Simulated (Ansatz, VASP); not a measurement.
Two plane-wave programs on Sc7As

```
CELL_PARAMETERS angstrom
3.30000 0.00000 0.00000
-1.65000 2.85788 0.00000
0.00000 0.00000 18.70000
ATOMIC_POSITIONS crystal
Sc 0.66667 0.33333 0.63900
Sc 0.00000 0.00000 0.50000
Sc 0.33333 0.66667 0.36100
Sc 0.66667 0.33333 0.91700
Sc 0.33333 0.66667 0.08300
Sc 0.66667 0.33333 0.22200
Sc 0.33333 0.66667 0.77800
As 0.00000 0.00000 0.00000
```

Alike in both runs: task relaxation of cell and atoms; functional PBE; k mesh 6 × 6 × 1; occupations gaussian, width 0.2 eV; no spin polarisation.

|  | VASP | Ansatz |
| --- | --- | --- |
| version | VASP 6.6.1 | Ansatz 0.2.0 |
| potentials or method | VASP PAW PBE potentials, release 64 (Sc_sv, As), cutoff 600 eV | scalar-relativistic, plane waves, PAW |
| valence electrons in the cell | 82 | 92 |

Ansatz gave:

```
gap on the k mesh at the Fermi level, each at its own relaxed structure (eV)  : none
relaxed volume (Å³/atom)                                                      : 24.64
relaxed length of the cell vector where the two differ most in proportion (Å) : 19.124
```

Question: Estimate VASP's values.

Answer: gap on the k mesh at the Fermi level, each at its own relaxed structure (eV): none; relaxed volume (Å³/atom): 24.62; relaxed length of the cell vector where the two differ most in proportion (Å): 19.106.

A gap of «none» marks a metal or a gap that the smearing closes. VASP's potentials hold 82 valence electrons a cell and Ansatz's 92, so a difference there can come from the potentials and not from the codes.

The k mesh is coarse, so the values compare programs but aren't converged.
